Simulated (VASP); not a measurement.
Wanted: the native input for a VASP 6.6.1 run.

```
Task                   : single point
Functional             : PBEsol
Potentials or basis    : VASP PAW PBE potentials, release 64 (Cs_sv, H)
Cutoff                 : 520 eV
k mesh                 : 4 × 4 × 4
Occupations            : gaussian, width 0.05 eV
Spin                   : non-collinear spin, zero start, spin-orbit coupling
Starting moments       : [[0.0, 0.0, 0.0], [0.0, 0.0, 0.0]] μB
Dipole correction      : no
Further INCAR settings : ALGO = Normal; EDIFF = 1e-06; NBANDS = 22
```

The structure of CsH lies in POSCAR:

```
CsH
1.0
    0.0000000000      3.2566110014      3.2566110014
    3.2566110014      0.0000000000      3.2566110014
    3.2566110014      3.2566110014      0.0000000000
Cs H
1 1
Direct
    0.0000000000      0.0000000000      0.0000000000
    0.2500000000      0.2500000000      0.2500000000
```

The input as run:

INCAR

```
SYSTEM = CsH
  PREC = Accurate
  ENCUT = 520
  EDIFF = 1E-6
  ISMEAR = 0
  SIGMA = 0.05
  LREAL = .FALSE.
  LASPH = .TRUE.
  NELM = 150
  ALGO = Normal
  ISIF = 2
  LWAVE = .FALSE.
  LCHARG = .FALSE.
  LNONCOLLINEAR = .TRUE.
  MAGMOM = 0 0 0 0 0 0
  LORBIT = 11
  LSORBIT = .TRUE.
  GGA_COMPAT = .FALSE.
  LORBMOM = .TRUE.
  GGA = PS
  NBANDS = 22
```

KPOINTS

```
Automatic mesh
0
G
  4 4 4
  0 0 0
```

Potentials or basis: VASP PAW PBE potentials, release 64 (Cs_sv, H).

Launch:

```bash
$ cat potpaw_PBE.64/Cs_sv/POTCAR potpaw_PBE.64/H/POTCAR > POTCAR
$ mpirun -np 1 vasp_ncl > vasp.out
```

It gave:

| Item | Value |
| --- | --- |
| Pressure | 1.4 GPa |
| Net moment | 0.00 μB per cell |
| Valence electrons inside the program's atomic spheres | Cs 6.58; H 0.50 |

Caveat: the k points lie up to 0.42 Å⁻¹ apart; the PAW data sets were made with another functional, which shifts forces and pressure a little.

Run time: 86 s on 1 thread of Intel Xeon 8259CL, on a shared host, peak memory 0.38 GiB.
